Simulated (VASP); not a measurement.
A run of VASP 6.6.1:

INCAR

```
SYSTEM = SrTiO3
PREC = Accurate
ENCUT = 520
EDIFF = 1E-7
ISMEAR = 0
SIGMA = 0.05
LREAL = .FALSE.
LASPH = .TRUE.
NELM = 100
ALGO = Normal
ISIF = 2
LWAVE = .FALSE.
LCHARG = .TRUE.
GGA = PE
LELF = .TRUE.
LVHAR = .TRUE.
NBANDS = 28
```

The input KPOINTS:

```
regular mesh
0
G
  8 8 8
  0 0 0
```

File POSCAR:

```
SrTiO3
1.0
    3.9364035669      0.0000000000      0.0000000000
    0.0000000000      3.9364035669      0.0590460535
    0.0000000000      0.0590460535      3.9364035669
Sr Ti O
1 1 3
Direct
    0.0000000000      0.0000000000      0.0000000000
    0.5000000000      0.5000000000      0.5000000000
    0.0000000000      0.5000000000      0.5000000000
    0.5000000000      0.0000000000      0.5000000000
    0.5000000000      0.5000000000      0.0000000000
```

Potentials or basis: VASP PAW PBE potentials, release 64 (Sr_sv, Ti_sv, O).

The run is started by

```sh
$ cat potpaw_PBE.64/Sr_sv/POTCAR potpaw_PBE.64/Ti_sv/POTCAR potpaw_PBE.64/O/POTCAR > POTCAR
$ mpirun -np 1 vasp_std > vasp.out
```

Hardware: 1 thread of AMD EPYC 9R45 96-Core Processor (Zen 5), with other jobs on the host.

**Question.** How long does it take, and how much memory?

**Answer.** It took 120 s on 1 thread of AMD EPYC 9R45 96-Core Processor (Zen 5), with other jobs on the host, peak memory 0.27 GiB. Counts: scf iterations 18, k points 105.
